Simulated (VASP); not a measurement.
# Pt (Fm-3m) in VASP: notebook, part 2 of 2

VASP 6.6.1. The steps go on from the part before.

**3. Relaxation of cell and atoms, LDA**

This run uses another cell than the first one, of 15.08 Å³/atom, 1.023 times its volume.

Input file INCAR:

```
SYSTEM = Pt
PREC = Accurate ; ENCUT = 600
EDIFF = 1E-7 ; ISMEAR = -1
SIGMA = 0.05 ; LREAL = .False.
LASPH = .True. ; NELM = 80
ALGO = Normal ; ISIF = 3
LWAVE = .False. ; LCHARG = .False.
IBRION = 2 ; NSW = 80
EDIFFG = -0.03
```

Input file KPOINTS:

```
regular mesh
0
Gamma
  11 11 11
  0 0 0
```

Input file POSCAR:

```
Pt
1.0
    0.0000000000      1.9609000000      1.9609000000
    1.9609000000      0.0000000000      1.9609000000
    1.9609000000      1.9609000000      0.0000000000
Pt
1
Direct
    0.0000000000      0.0000000000      0.0000000000
```

Potentials or basis: VASP PAW LDA potentials, release 64 (Pt).

Launch:

```console
cat potpaw_LDA.64/Pt/POTCAR > POTCAR
mpirun -np 1 vasp_std > vasp.out
```

OUTCAR:

```text
SYSTEM = Pt
   PREC = Accurate
   ENCUT = 600
   EDIFF = 1E-7
   ISMEAR = -1
   LREAL = .False.
   LASPH = .True.
   NELM = 80
   ISIF = 3
   IBRION = 2
   NSW = 80
   EDIFFG = -0.03

 ion  position               nearest neighbor table
   1  0.000  0.000  0.000-

  LATTYP: Found a face centered cubic cell.
 ALAT       =     3.9218000000

  Lattice vectors:

 A1 = (   0.0000000000,   1.9609000000,   1.9609000000)
 A2 = (   1.9609000000,   0.0000000000,   1.9609000000)
 A3 = (   1.9609000000,   1.9609000000,   0.0000000000)

Analysis of symmetry for initial positions (statically):
=====================================================================
 Subroutine PRICEL returns:
 Original cell was already a primitive cell.

 Routine SETGRP: Setting up the symmetry group for a
 face centered cubic supercell.

 Subroutine GETGRP returns: Found 48 space group operations
[... 9 lines left out ...]

 Routine SETGRP: Setting up the symmetry group for a
 face centered cubic supercell.

 Subroutine GETGRP returns: Found 48 space group operations
[... 11 lines left out ...]
                                     Primitive cell

  volume of cell :      15.0798

  direct lattice vectors                    reciprocal lattice vectors
     0.000000000  1.960900000  1.960900000    -0.254984956  0.254984956  0.254984956
     1.960900000  0.000000000  1.960900000     0.254984956 -0.254984956  0.254984956
     1.960900000  1.960900000  0.000000000     0.254984956  0.254984956 -0.254984956

  length of vectors
     2.773131374  2.773131374  2.773131374     0.441646899  0.441646899  0.441646899

  position of ions in fractional coordinates (direct lattice)
     0.000000000  0.000000000  0.000000000

  ion indices of the primitive-cell ions
   primitive index   ion index
                 1           1
[... 95 lines left out ...]
  Thomas-Fermi vector in A             =   2.547760
   LORBIT       =      0    0 simple, 1 ext, 2 COOP (PROOUT), +10 PAW based schemes
   GGA     = CA    functional components
   LHFCALC =     F    Hartree Fock is set to
   AEXX    =    0.0000 exact exchange contribution
   IVDW    =     0    specifies the selected vdW correction
   LEPSILON=     F    determine dielectric tensor
   LRPA    =     F    only Hartree local field effects (RPA)
 conjugate gradient relaxation of ions
 non-spin polarized calculation
  energy-cutoff  :      600.00
  volume of cell :       15.08
 maximum number of plane-waves:       531
 NGX is ok and might be reduce to    24
   NGX = 11   NGY = 11   NGZ = 11

--------------------------------------- Ionic step        1  -------------------------------------------

 number of electron      10.0000000 magnetization

 Free energy of the ion-electron system (eV)
  ---------------------------------------------------
  ext. energy  EPLUGINS =         0.00000000
  ---------------------------------------------------
  free energy    TOTEN  =        -7.51605450 eV

  energy without entropy =       -7.49884635  energy(sigma->0) =       -7.50745043

------------------------ aborting loop because EDIFF is reached ----------------------------------------

  FORCE on cell =-STRESS in cart. coord.  units (eV):
  Direction    XX          YY          ZZ          XY          YZ          ZX
  --------------------------------------------------------------------------------------
  -------------------------------------------------------------------------------------
  Total       -0.5375307     -0.5375307     -0.5375307      0.0000000      0.0000000      0.0000000
  in kB      -57.1107096    -57.1107096    -57.1107096      0.0000000      0.0000000      0.0000000
  external PRESSURE =     -57.1107096 kB  Pullay stress =       0.0000000 kB
[... 57 lines left out ...]
--------------------------------------- Ionic step        3  -------------------------------------------

 number of electron       9.9999999 magnetization

 Free energy of the ion-electron system (eV)
  ---------------------------------------------------
  ext. energy  EPLUGINS =         0.00000000
  ---------------------------------------------------
  free energy    TOTEN  =        -7.52136232 eV

  energy without entropy =       -7.50467230  energy(sigma->0) =       -7.51301731

 E-fermi :  11.4673     XC(G=0): -13.8000

 val. band max:       11.4621862792   @ k =  -0.4545   0.1818   0.0000
 cond. band min:      11.4724449593   @ k =   0.4545   0.0000   0.0000
 fundamental gap:      0.0102586801
 Fermi energy:        11.4672912226

 k-point     1 :       0.0000    0.0000    0.0000
  band No.  band energies     occupation
      1       1.0544      2.00000
      2       7.5679      2.00000
      3       7.5679      2.00000
      4       7.5679      2.00000
      5       9.8314      2.00000
      6       9.8314      2.00000
      7      26.0814      0.00000
      8      31.1138      0.00000
      9      31.1138      0.00000
[... 265 lines left out ...]
 k-point    24 :      -0.1818    0.1818    0.0000
  band No.  band energies     occupation
      1       4.0392      2.00000
      2       6.6280      2.00000
      3       7.7803      2.00000
      4       8.7846      2.00000
      5       8.8711      2.00000
      6      11.4262      1.38901
      7      25.0989      0.00000
      8      27.7666      0.00000
      9      30.5878      0.00000

 [... further k-points ...]
[... 5 lines left out ...]
  --------------------------------------------------------------------------------------
  -------------------------------------------------------------------------------------
  Total       -0.0139398     -0.0139398     -0.0139398      0.0000000      0.0000000      0.0000000
  in kB       -1.5095475     -1.5095475     -1.5095475      0.0000000      0.0000000      0.0000000
  external PRESSURE =      -1.5095475 kB  Pullay stress =       0.0000000 kB
[... 16 lines left out ...]
  FREE ENERGIE OF THE ION-ELECTRON SYSTEM (eV)
  ---------------------------------------------------
  free  energy   TOTEN  =        -7.5213623196 eV

  energy  without entropy=       -7.5046723035  energy(sigma->0) =       -7.51301731

 reached required accuracy - stopping structural energy minimisation
```

OSZICAR:

```text
N       E                     dE             d eps       ncg     rms          rms(c)
DAV:   1     0.413710245062E+02    0.41371E+02   -0.61001E+03  1024   0.117E+03
DAV:   2    -0.750807477199E+01   -0.48879E+02   -0.47400E+02  1050   0.201E+02
DAV:   3    -0.795747665977E+01   -0.44940E+00   -0.44419E+00  1194   0.202E+01
[... 22 lines left out ...]
DAV:   3    -0.752073422966E+01    0.15786E-01   -0.72911E-02  1060   0.229E+00    0.104E+00
DAV:   4    -0.752125136359E+01   -0.51713E-03   -0.23149E-03  1142   0.317E-01    0.199E-01
DAV:   5    -0.752135046342E+01   -0.99100E-04   -0.92870E-05  1286   0.757E-02    0.280E-02
DAV:   6    -0.752136227187E+01   -0.11808E-04   -0.33234E-06  1152   0.124E-02    0.223E-03
DAV:   7    -0.752136231957E+01   -0.47703E-07   -0.45958E-08  1011   0.165E-03
   3 F= -.75213623E+01 E0= -.75130173E+01  d E =-.530781E-02
```

CONTCAR:

```text
Pt
   1.00000000000000
     0.0000000000000000    1.9484847392655142    1.9484847392655142
     1.9484847392655142    0.0000000000000000    1.9484847392655142
     1.9484847392655142    1.9484847392655142    0.0000000000000000
  Pt
     1
Direct
     0.0000000000000000    0.0000000000000000    0.0000000000000000

  0.00000000E+00  0.00000000E+00  0.00000000E+00
```

It took 11 s on 1 thread of Intel Xeon Platinum 8488C (Sapphire Rapids), shared host; peak memory 0.15 GiB.

What came out:

```
Free energy                            : -7.5214 eV
Relaxed volume                         : 14.80 Å³/atom
Relaxed cell                           : a = 2.756 Å, b = 2.756 Å, c = 2.756 Å, α = 60.00°, β = 60.00°, γ = 60.00°
Space group after relaxing (to 0.05 Å) : Fm-3m (No. 225)
Energy gained by relaxing              : 5.3 meV/atom
Ionic steps                            : 3
Pressure after relaxing                : -0.2 GPa
Band gap on the k mesh                 : zero (band 5 reaches 11.92 eV, above the bottom of band 6 at 9.74 eV)
```

The path:
| step | energy change (eV) | largest force (eV/Å) | pressure (GPa) | volume (Å³) |
| --- | --- | --- | --- | --- |
| 1 | 0.0000 | 0.0000 | -5.71 | 15.08 |
| 2 | 0.0481 | 0.0000 | 21.42 | 13.94 |
| 3 | -0.0053 | 0.0000 | -0.15 | 14.80 |

Final structure:
```
Pt
1.0
     0.00000    1.94848    1.94848
     1.94848    0.00000    1.94848
     1.94848    1.94848    0.00000
Pt
1
Direct
  0.00000 0.00000 0.00000
```

Caveat: spin-orbit coupling is left out, which moves the levels of the heavy elements. Zero-point motion and thermal expansion aren't in these numbers.
